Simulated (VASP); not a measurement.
BN: single point with PBE

The system is BN.

```
B N
1.0
     2.50058    0.00000    0.00000
    -1.25029    2.16557    0.00000
     0.00000    0.00000    6.52364
B N
2 2
Direct
  0.33333 0.66667 0.25000
  0.66667 0.33333 0.75000
  0.33333 0.66667 0.75000
  0.66667 0.33333 0.25000
```

* Program: VASP 6.6.1
* Task: single point
* Functional: PBE
* Potentials or basis: VASP PAW PBE potentials, release 64 (B, N)
* Cutoff: 520 eV
* k mesh: 6 × 6 × 2
* Occupations: gaussian, width 0.01 eV
* Spin: no spin polarisation
* Dipole correction: no
* Further INCAR settings: ALGO = Normal; EDIFF = 1e-07; NBANDS = 16

- Pressure: 4.7 GPa
- Band gap on the k mesh: 4.26 eV, indirect (least direct gap 4.65 eV)

Stress tensor (GPa, compression positive):
```
5.33 0.00 0.00
0.00 5.33 0.00
0.00 0.00 3.52
```

Levels at points of the mesh, in eV from the valence-band top:
| k point | band 5 | band 6 | band 7 | band 8 | band 9 | band 10 | band 11 | band 12 |
| --- | --- | --- | --- | --- | --- | --- | --- | --- |
| (0.00, 0.00, 0.00) | -1.32 | -1.32 | -1.28 | -1.28 | 5.38 | 10.54 | 11.58 | 11.58 |
| (0.50, 0.00, 0.00) | -4.15 | -4.07 | -1.50 | -0.39 | 4.26 | 5.74 | 9.59 | 9.99 |
| (0.00, 0.00, 0.50) | -1.30 | -1.30 | -1.30 | -1.30 | 7.85 | 7.85 | 11.65 | 11.65 |
| (0.50, 0.00, 0.50) | -4.11 | -4.11 | -0.92 | -0.92 | 4.74 | 4.74 | 9.98 | 9.98 |

It took 21 s on 1 thread of Intel Xeon 8259CL (shared host), peak memory 0.15 GiB.

Caveat: the k points lie up to 0.48 Å⁻¹ apart; this functional lacks dispersion, which binds the layers, so the pressure and a relaxed spacing across them are unreliable. A k mesh can miss the band edges.
